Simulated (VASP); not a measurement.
Write the native input for VASP 6.6.1 that does the following.

* Task: single point
* Functional: PBEsol
* Potentials or basis: VASP PAW PBE potentials, release 64 (H)
* Cutoff: 520 eV
* k mesh: 2 × 2 × 2, shifted
* Occupations: fermi-dirac, width 0.1551 eV
* Spin: no spin polarisation
* Dipole correction: no
* Further INCAR settings: LREAL = Auto; ALGO = Normal; EDIFF = 1e-06; NBANDS = 22

The structure of H lies in POSCAR:

```
H
1.0
    7.3179899665     -7.3278838611      0.0000000000
    7.3179899665      7.3278838611      0.0000000000
   -7.3179899665      0.0000000000      7.3495262750
H
16
Direct
    0.1504061635      0.8942526959      0.7130494952
    0.7267921892      0.3112012686      0.7235244560
    0.2217397126      0.9334671497      0.2522099970
    0.7552983792      0.5099909980      0.3270843467
    0.5883522186      0.7798770881      0.8375001013
    0.0365536913      0.3935850048      0.9143219234
   -0.0323035884      0.4008471083      0.0893959659
    0.5309314027      0.8154795805      0.1802346097
    0.5508920679      0.8287735189      0.8009523036
    0.1186474972      0.3921426887      0.9627805569
   -0.0218617377      0.3259411271      0.0328535461
    0.4927729239      0.7373010897      0.0922336998
    0.1246605513      0.9611354623      0.7467160188
    0.7118669489      0.2815371211      0.6294643800
    0.2948647568      0.9821387496      0.3500141239
    0.7503869261      0.4523293912      0.3476645847
```

This cell differs from its parent crystal: dynamics (nve) at 1800 K, volume x 1.06, from the last frame before.

One way to write it, as run:

INCAR

```
SYSTEM = H
  PREC = Accurate
  ENCUT = 520
  EDIFF = 1E-6
  ISMEAR = -1
  SIGMA = 0.1551
  LREAL = Auto
  LASPH = .TRUE.
  NELM = 60
  ALGO = Normal
  ISIF = 2
  LWAVE = .FALSE.
  LCHARG = .FALSE.
  GGA = PS
  NBANDS = 22
```

KPOINTS

```
Automatic mesh
0
Gamma
  2 2 2
  0.5 0.5 0.5
```

Potentials or basis: VASP PAW PBE potentials, release 64 (H).

The run is started by

```sh
$ cat potpaw_PBE.64/H/POTCAR > POTCAR
$ mpirun -np 1 vasp_std > vasp.out
```

It gave:

```yaml
Pressure: 0.1 GPa
Largest_force: 1.265 eV/Å
Band_gap_on_the_k_mesh: 8.75 eV
```

Caveat: the atoms stand as in a frame of molecular dynamics; the PAW data sets were made with another functional, which shifts forces and pressure a little; a shifted mesh leaves out Γ, where band edges can lie.

Wall time 6.6 min on 1 thread of Intel Xeon 8259CL, on a shared host, peak memory 0.84 GiB.
